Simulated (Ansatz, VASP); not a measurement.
# Two plane-wave programs on Au

```
CELL_PARAMETERS angstrom
2.86573 0.00000 0.00000
-1.43286 2.48179 0.00000
0.00000 0.00000 4.78849
ATOMIC_POSITIONS crystal
Au 0.33333 0.66667 0.25000
Au 0.66667 0.33333 0.75000
```

Alike in both runs: task single point; functional PBEsol; k mesh 6 × 6 × 4; occupations gaussian, width 0.1 eV; no spin polarisation.

|  | VASP | Ansatz |
| --- | --- | --- |
| version | VASP 6.6.1 | Ansatz 0.2.0 |
| potentials or method | VASP PAW PBE potentials, release 64 (Au), cutoff 500 eV | scalar-relativistic, plane waves, PAW |
| valence electrons in the cell | 22 | 38 |

```csv
,VASP,Ansatz,Ansatz less VASP
gap on the k mesh at the Fermi level (eV),none,none,-
pressure (GPa),0.3,0.6,+0.26
"traceless stress, the component that is largest in VASP (GPa)",-3.81,-3.80,+0.014
```

VASP's potentials were made for PBE, not for PBEsol, and Ansatz warns of the same on its side. A gap of «none» marks a metal or a gap that the smearing closes. VASP's potentials hold 22 valence electrons a cell and Ansatz's 38, so a difference there can come from the potentials and not from the codes.

The k mesh is coarse, so the values compare programs but aren't converged. Neither program's run includes spin-orbit coupling.
